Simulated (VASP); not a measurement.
# Sb (R-3m) in VASP: further runs

Runs on Sb. Level: PBE. Tasks: electric field gradients.

Program: VASP 6.6.1. These are calculated values, not measurements. Logs are shortened: lines on timing, memory, paths and dates and some standing lists are left out, and cuts for length are marked.

## Step 1: The cell of the first run

The structure is trigonal, space group R-3m (No. 166). Conventional cell: a = 3.309 Å, b = 3.309 Å, c = 7.745 Å, α = 90.00°, β = 90.00°, γ = 120.00°. Sb (site symmetry -3m) has 12 Sb at 3.21 to 3.31 Å within 4.2 Å.

## Step 2: Electric field gradients, PBE (equal xy, yz and zx shear strains of -3 %)

INCAR reads:

```
SYSTEM = Sb
ALGO     = Normal         ! electronic algorithm
EDIFF    = 1E-8           ! SCF threshold, eV
ENCUT    = 520            ! plane-wave cutoff, eV
GGA      = PE             ! functional
ISIF     = 2              ! what is computed and relaxed
ISMEAR   = -1             ! smearing method
LASPH    = .TRUE.         ! aspherical terms in the spheres
LCHARG   = .FALSE.        ! write CHGCAR
LEFG     = .TRUE.       
LREAL    = .FALSE.        ! projectors in reciprocal space
LWAVE    = .FALSE.        ! write WAVECAR
NBANDS   = 8              ! bands
NELM     = 100            ! most SCF steps
PREC     = Accurate       ! precision mode
SIGMA    = 0.05           ! smearing width, eV
```

KPOINTS reads:

```
k-points
0
G
  12 12 12
  0 0 0
```

POSCAR reads:

```
Sb
1.0
   -0.0691500000      2.2704250000      2.2704250000
    2.2704250000     -0.0691500000      2.2704250000
    2.2704250000      2.2704250000     -0.0691500000
Sb
1
Direct
    0.0000000000      0.0000000000      0.0000000000
```

Potentials or basis: VASP PAW PBE potentials, release 64 (Sb).

The run is started by

```
cat potpaw_PBE.64/Sb/POTCAR > POTCAR
mpirun -np 1 vasp_std > vasp.out
```

OUTCAR:

```text
SYSTEM = Sb
   EDIFF = 1E-8
   ENCUT = 520
   GGA = PE
   ISIF = 2
   ISMEAR = -1
   LASPH = .TRUE.
   LREAL = .FALSE.
   NELM = 100
   PREC = Accurate

 ion  position               nearest neighbor table
   1  0.000  0.000  0.000-

  LATTYP: Found a trigonal (rhomboedric) cell.
 ALAT       =     3.2116103568
 COS(alpha) =     0.4693254694

  Lattice vectors:

 A1 = (  -0.0691500000,   2.2704250000,   2.2704250000)
 A2 = (   2.2704250000,  -0.0691500000,   2.2704250000)
 A3 = (   2.2704250000,   2.2704250000,  -0.0691500000)

Analysis of symmetry for initial positions (statically):
=====================================================================
 Subroutine PRICEL returns:
 Original cell was already a primitive cell.

 Routine SETGRP: Setting up the symmetry group for a
 trigonal (rhombohedral) supercell.

 Subroutine GETGRP returns: Found 12 space group operations
 (whereof 12 operations were pure point group operations)
 out of a pool of 12 trial point group operations.

The static configuration has the point symmetry D_3d.

Analysis of symmetry for dynamics (positions and initial velocities):
=====================================================================
 Subroutine PRICEL returns:
 Original cell was already a primitive cell.

 Routine SETGRP: Setting up the symmetry group for a
 trigonal (rhombohedral) supercell.

 Subroutine GETGRP returns: Found 12 space group operations
 (whereof 12 operations were pure point group operations)
 out of a pool of 12 trial point group operations.

The dynamic configuration has the point symmetry D_3d.

 Subroutine INISYM returns: Found 12 space group operations
 (whereof 12 operations are pure point group operations),
 and found     1 'primitive' translations

----------------------------------------------------------------------------------------

                                     Primitive cell

  volume of cell :      24.4763

  direct lattice vectors                    reciprocal lattice vectors
    -0.069150000  2.270425000  2.270425000    -0.210409173  0.217018885  0.217018885
     2.270425000 -0.069150000  2.270425000     0.217018885 -0.210409173  0.217018885
     2.270425000  2.270425000 -0.069150000     0.217018885  0.217018885 -0.210409173

  length of vectors
     3.211610357  3.211610357  3.211610357     0.372110754  0.372110754  0.372110754

  position of ions in fractional coordinates (direct lattice)
     0.000000000  0.000000000  0.000000000

  ion indices of the primitive-cell ions
   primitive index   ion index
                 1           1

----------------------------------------------------------------------------------------

 KPOINTS: k-points

Automatic generation of k-mesh.
 Grid dimensions read from file:
 generate k-points for:   12   12   12

 Generating k-lattice:

  Cartesian coordinates                     Fractional coordinates (reciprocal lattice)
    -0.017534098  0.018084907  0.018084907     0.083333333  0.000000000 -0.000000000
     0.018084907 -0.017534098  0.018084907     0.000000000  0.083333333 -0.000000000
     0.018084907  0.018084907 -0.017534098     0.000000000  0.000000000  0.083333333

  Length of vectors
     0.031009230  0.031009230  0.031009230

  Shift w.r.t. Gamma in fractional coordinates (k-lattice)
     0.000000000  0.000000000  0.000000000

 Subroutine IBZKPT returns following result:
 ===========================================

 Found    189 irreducible k-points:

 Following reciprocal coordinates:
            Coordinates               Weight
  0.000000  0.000000  0.000000      1.000000
  0.083333 -0.000000 -0.000000      6.000000
  0.166667 -0.000000 -0.000000      6.000000
  0.250000  0.000000  0.000000      6.000000
  0.333333 -0.000000 -0.000000      6.000000
  0.416667  0.000000 -0.000000      6.000000
[... 16 lines left out ...]
  0.500000  0.166667 -0.000000     12.000000
 -0.416667  0.166667  0.000000     12.000000
 [... further k-points ...]
   k-points           NKPTS =    189   k-points in BZ     NKDIM =    189   number of bands    NBANDS=      8
   number of dos      NEDOS =    301   number of ions     NIONS =      1
   total plane-waves  NPLWV =  13824
   dimension x,y,z NGX =    24 NGY =   24 NGZ =   24
   dimension x,y,z NGXF=    48 NGYF=   48 NGZF=   48
   ions per type =               1
   NGX,Y,Z   is equivalent  to a cutoff of  12.42, 12.42, 12.42 a.u.
   NGXF,Y,Z  is equivalent  to a cutoff of  24.85, 24.85, 24.85 a.u.
 SYSTEM =  Sb
   PREC   = accura    normal or accurate (medium, high low for compatibility)
   ISTART =      0    job   : 0-new  1-cont  2-samecut
   ICHARG =      2    charge: 1-file 2-atom 10-const
   ISPIN  =      1    spin polarized calculation?
   LNONCOLLINEAR =      F non collinear calculations
   LSORBIT =      F    spin-orbit coupling
   LASPH  =      T    aspherical Exc in radial PAW
   ENCUT  =  520.0 eV  38.22 Ry    6.18 a.u.   5.97  5.97  5.97*2*pi/ulx,y,z
   NELM   =    100;   NELMIN=  2; NELMDL= -5     # of ELM steps
   EDIFF  = 0.1E-07   stopping-criterion for ELM
   LREAL  =      F    real-space projection
   EDIFFG = 0.1E-06   stopping-criterion for IOM
   NSW    =      0    number of steps for IOM
   IBRION =     -1    ionic relax: 0-MD 1-quasi-New 2-CG
   NFREE  =      0    steps in history (QN), initial steepest desc. (CG)
   ISIF   =      2    stress and relaxation
   ISYM   =      2    0-nonsym 1-usesym 2-fastsym
   POTIM  = 0.5000    time-step for ionic-motion
   TEBEG  =    0.0;   TEEND  =   0.0 temperature during run
   PSTRESS=    0.0 pullay stress
   NELECT =       5.0000    total number of electrons
   NUPDOWN=      -1.0000    fix difference up-down
   EMIN   =  10.00;   EMAX   =-10.00  energy-range for DOS
   EFERMI =   0.00;   METHOD = LEGACY
   ISMEAR =    -1;   SIGMA  =   0.05  broadening in eV -4-tet -1-fermi 0-gaus
   EFERMI_NEDOS =   21; number of points for ismear=-14 and -15
   IALGO  =     38    algorithm
   IMIX   =      4    mixing-type and parameters
     AMIX     =   0.40;   BMIX     =  1.00
     AMIX_MAG =   1.60;   BMIX_MAG =  1.00
  volume/ion in A,a.u.               =      24.48       165.17
  Fermi-wavevector in a.u.,A,eV,Ry     =   0.964160  1.821999 12.648048  0.929605
  Thomas-Fermi vector in A             =   2.093768
   LORBIT       =      0    0 simple, 1 ext, 2 COOP (PROOUT), +10 PAW based schemes
   GGA     = PE    functional components
   LHFCALC =     F    Hartree Fock is set to
   AEXX    =    0.0000 exact exchange contribution
   IVDW    =     0    specifies the selected vdW correction
   LEPSILON=     F    determine dielectric tensor
   LRPA    =     F    only Hartree local field effects (RPA)
 non-spin polarized calculation
  energy-cutoff  :      520.00
  volume of cell :       24.48
 maximum number of plane-waves:       671
   NGX = 11   NGY = 11   NGZ = 11

 number of electron       5.0000000 magnetization

 Free energy of the ion-electron system (eV)
  ---------------------------------------------------
  ext. energy  EPLUGINS =         0.00000000
  ---------------------------------------------------
  free energy    TOTEN  =        -3.74562961 eV

  energy without entropy =       -3.73966359  energy(sigma->0) =       -3.74264660

 E-fermi :   9.8793     XC(G=0): -10.6540

 val. band max:        9.8617175185   @ k =   0.4167   0.2500   0.1667
 cond. band min:       9.8814302254   @ k =  -0.3333  -0.4167   0.0833
 fundamental gap:      0.0197127069
 Fermi energy:         9.8793068519

 k-point     1 :       0.0000    0.0000    0.0000
  band No.  band energies     occupation
      1      -3.8933      2.00000
      2      15.5458      0.00000
      3      15.5458      0.00000
      4      16.4398      0.00000
      5      19.7543      0.00000
      6      19.7543      0.00000
      7      20.2084      0.00000
      8      20.6407      0.00000

 k-point     2 :       0.0833   -0.0000   -0.0000
  band No.  band energies     occupation
      1      -3.7464      2.00000
      2      14.1518      0.00000
      3      15.3678      0.00000
      4      16.0881      0.00000
      5      19.2732      0.00000
      6      20.0673      0.00000
      7      20.7782      0.00000
      8      22.0818      0.00000
[... 221 lines left out ...]
 k-point    23 :       0.5000    0.1667   -0.0000
  band No.  band energies     occupation
      1       0.4220      2.00000
      2       4.3033      2.00000
      3      10.9954      0.00000
      4      12.8616      0.00000
      5      16.6375      0.00000
      6      21.1919      0.00000
      7      21.7801      0.00000
      8      23.3189      0.00000

 k-point    24 :      -0.4167    0.1667    0.0000
  band No.  band energies     occupation
      1       0.6169      2.00000
      2       4.0445      2.00000
      3      10.4429      0.00003
      4      13.2920      0.00000
      5      16.9669      0.00000
      6      20.8119      0.00000
      7      21.7476      0.00000
      8      24.1696      0.00000

 [... further k-points ...]
[... 5 lines left out ...]
  --------------------------------------------------------------------------------------
  -------------------------------------------------------------------------------------
  Total        1.4018203      1.4018203      1.4018203      0.0627271      0.0627271      0.0627271
  in kB       91.7606166     91.7606166     91.7606166      4.1060017      4.1060017      4.1060017
  external PRESSURE =      91.7606166 kB  Pullay stress =       0.0000000 kB

 VOLUME and BASIS-vectors are now :
 -----------------------------------------------------------------------------
  energy-cutoff  :      520.00
  volume of cell :       24.48
      direct lattice vectors                 reciprocal lattice vectors
    -0.069150000  2.270425000  2.270425000    -0.210409173  0.217018885  0.217018885
     2.270425000 -0.069150000  2.270425000     0.217018885 -0.210409173  0.217018885
     2.270425000  2.270425000 -0.069150000     0.217018885  0.217018885 -0.210409173

 POSITION                                       TOTAL-FORCE (eV/Angst)
 -----------------------------------------------------------------------------------
      0.00000      0.00000      0.00000         0.000000     -0.000000     -0.000000
 -----------------------------------------------------------------------------------
    total drift:                                0.000000     -0.000000     -0.000000

  FREE ENERGIE OF THE ION-ELECTRON SYSTEM (eV)
  ---------------------------------------------------
  free  energy   TOTEN  =        -3.7456296108 eV

  energy  without entropy=       -3.7396635854  energy(sigma->0) =       -3.74264660

 Electric field gradients (V/A^2)
---------------------------------------------------------------------
 ion       V_xx      V_yy      V_zz      V_xy      V_xz      V_yz
---------------------------------------------------------------------
   1      -0.000     0.000     0.000     2.641     2.641     2.641
---------------------------------------------------------------------

 Electric field gradients after diagonalization (V/A^2)
 (convention: |V_zz| > |V_xx| > |V_yy|)
----------------------------------------------------------------------
 ion       V_xx      V_yy      V_zz     asymmetry (V_yy - V_xx)/ V_zz
----------------------------------------------------------------------
   1      -2.641    -2.641     5.281       0.000
----------------------------------------------------------------------

           NMR quadrupolar parameters

 Cq : quadrupolar parameter    Cq=e*Q*V_zz/h
 eta: asymmetry parameters     (V_yy - V_xx)/ V_zz
 Q  : nuclear electric quadrupole moment in mb (millibarn)
----------------------------------------------------------------------
 ion       Cq(MHz)       eta       Q (mb)
----------------------------------------------------------------------
   1       0.013       0.000       1.000
----------------------------------------------------------------------
```

It took 9.3 s on 1 thread of Intel Xeon 6975P-C (Granite Rapids), shared host; peak memory 0.16 GiB.

What came out:

```yaml
Free_energy: -3.7456 eV
Pressure: 9.2 GPa
```

Stress tensor (GPa, compression positive):
```
9.18 0.41 0.41
0.41 9.18 0.41
0.41 0.41 9.18
```

Electric field gradients, principal values (V/Å²):
| atom | least | middle | greatest (by size) |
| --- | --- | --- | --- |
| 1 Sb | -2.641 | -2.641 | 5.281 |

Caveat: the cell differs from its parent crystal (equal xy, yz and zx shear strains of -3 %); without QUAD_EFG the Cq values of the log hold for a quadrupole moment of 1 mb, not for the nuclei; spin-orbit coupling is left out, which moves the levels of the heavy elements.

(Continued in part 2 of 2.)
